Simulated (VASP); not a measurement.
## Al4CN4: single point with LDA

The system is Al4CN4, a slab with vacuum.

```
N Al C
1.0
     3.08866    0.00000    0.00000
    -1.54433    2.67486    0.00000
     0.00000    0.00000   23.44174
N Al C
4 4 1
Cartesian
  0.0000 1.7832 4.0000
  1.5443 0.8916 6.4715
  0.0000 1.7832 8.9963
  1.5443 0.8916 11.4366
  1.5443 0.8916 4.5833
  0.0000 1.7832 7.0548
  1.5443 0.8916 9.4742
  0.0000 1.7832 11.9417
  0.0000 2.6749 13.7866
```

```json
{"Program": "VASP 6.6.1", "Task": "single point", "Functional": "LDA", "Potentials or basis": "VASP PAW LDA potentials, release 64 (N, Al, C)", "Cutoff": "520 eV", "k mesh": "9 × 9 × 1", "Occupations": "gaussian, width 0.05 eV", "Spin": "collinear spin", "Starting moments": "[0.0, 0.0, 0.0, 0.0, 0.0, 0.0, 0.0, 0.0, 2.0] μB"}
```

The largest force is 2.601 eV/Å and the net moment is 0.26 μB per cell. The site moments are N -0.35, -0.03, +0.00, +0.06; Al +0.00, -0.00, +0.01, +0.02; C +0.38 μB. The valence electrons inside the program's atomic spheres are N 3.69, 3.83, 3.85 (each value once); Al 0.84, 0.83, 0.85 (each value once); C 2.03.

Forces on the atoms (eV/Å):
```
N    0.000  0.002  2.131
N    0.000 -0.003  1.334
N    0.000 -0.003 -0.851
N    0.000  0.235 -1.258
Al   0.000  0.000 -2.601
Al   0.000 -0.003 -0.690
Al   0.000 -0.031  0.974
Al   0.000 -0.222  1.045
C    0.000  0.025 -0.084
```

Levels at points of the mesh, in eV from the Fermi level:
Spin up:
```csv
k point,band 14,band 15,band 16,band 17,band 18,band 19,band 20,band 21,band 22,band 23
"(0.00, 0.00, 0.00)",-1.91,-1.04,-0.49,0.11,0.11,1.85,1.86,3.44,4.68,5.08
```
Spin down:
```tsv
k point	band 15	band 16	band 17	band 18	band 19	band 20	band 21	band 22
(0.00, 0.00, 0.00)	-1.23	-0.32	-0.32	-0.03	2.47	2.67	3.45	4.75
```

Run time: 34 min on 1 thread of Oxide Virtual Turin-like Processor, on a shared host, peak memory 0.38 GiB.
